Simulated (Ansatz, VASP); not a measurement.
# C: VASP beside Ansatz

The input INCAR:

```
SYSTEM = C
ALGO = Normal
EDIFF = 1E-6
ENCUT = 520
GGA = PE
ISIF = 2
ISMEAR = 0
IVDW = 12
LASPH = .TRUE.
LCHARG = .FALSE.
LREAL = .FALSE.
LWAVE = .FALSE.
NBANDS = 16
NELM = 80
PREC = Accurate
SIGMA = 0.03
```

KPOINTS

```
k-points
0
G
  14 10 8
  0 0 0
```

Contents of POSCAR:

```
C
1.0
   -1.2327815062      2.1341012746      0.0000000000
   -1.2327815062      0.0000000000     -3.3978816559
   -3.6983445185     -2.1341012746      0.0000000000
C
4
Direct
    0.2422634171      0.0314312708      0.9088229324
    0.7578263827     -0.0314312708      0.4244804676
    0.2496785891      0.0010594786      0.5830988535
    0.7502316111     -0.0010594786      0.0835977465
```

Input for Ansatz:

```yaml
crystal:
  lattice:
    - [-1.2327815062, 2.1341012746, 0.0]
    - [-1.2327815062, 0.0, -3.3978816559]
    - [-3.6983445185, -2.1341012746, 0.0]
  atoms:
    - { symbol: C, position: [0.2422634171, 0.0314312708, 0.9088229324] }
    - { symbol: C, position: [0.7578263827, -0.0314312708, 0.4244804676] }
    - { symbol: C, position: [0.2496785891, 0.0010594786, 0.5830988535] }
    - { symbol: C, position: [0.7502316111, -0.0010594786, 0.0835977465] }
basis:
  ecutwfc: 520.0
kpoints:
  mp_grid: { grid: [14, 10, 8] }
hamiltonian:
  xc: pbe
  pseudopotentials: { kind: paw, azcp: { folder: soft_1 } }
  dispersion: d3bj
scf:
  occupations: { method: gaussian, width: 0.03 }
output:
  forces: true
  stress: true
  eigenvalues: true
```

Change from the starting cell: mode 4 frozen in at -0.052 Å and mode 6 at -0.055 Å (largest displacements).

Alike in both runs: task single point; functional PBE; dispersion D3(BJ); k mesh 14 × 10 × 8; occupations gaussian, width 0.03 eV; no spin polarisation.

|  | VASP | Ansatz |
| --- | --- | --- |
| version | VASP 6.6.1 | Ansatz 0.2.0 |
| potentials or method | VASP PAW PBE potentials, release 64 (C), cutoff 520 eV | scalar-relativistic, plane waves, PAW |
| valence electrons in the cell | 16 | 16 |

|  | VASP | Ansatz | Ansatz less VASP |
| --- | --- | --- | --- |
| gap on the k mesh at the Fermi level (eV) | 0.42 | 0.42 | 0.000 |
| least direct gap on the mesh (eV) | 0.55 | 0.55 | 0.000 |
| pressure (GPa) | -1.0 | -1.4 | -0.45 |
| traceless stress, the component that is largest in VASP (GPa) | -0.73 | -0.73 | 0.000 |
| rms of the force components (eV/Å) | 0.628 | 0.632 | +0.0035 |

Atom by atom the forces differ by 0.003 eV/Å (rms over components).
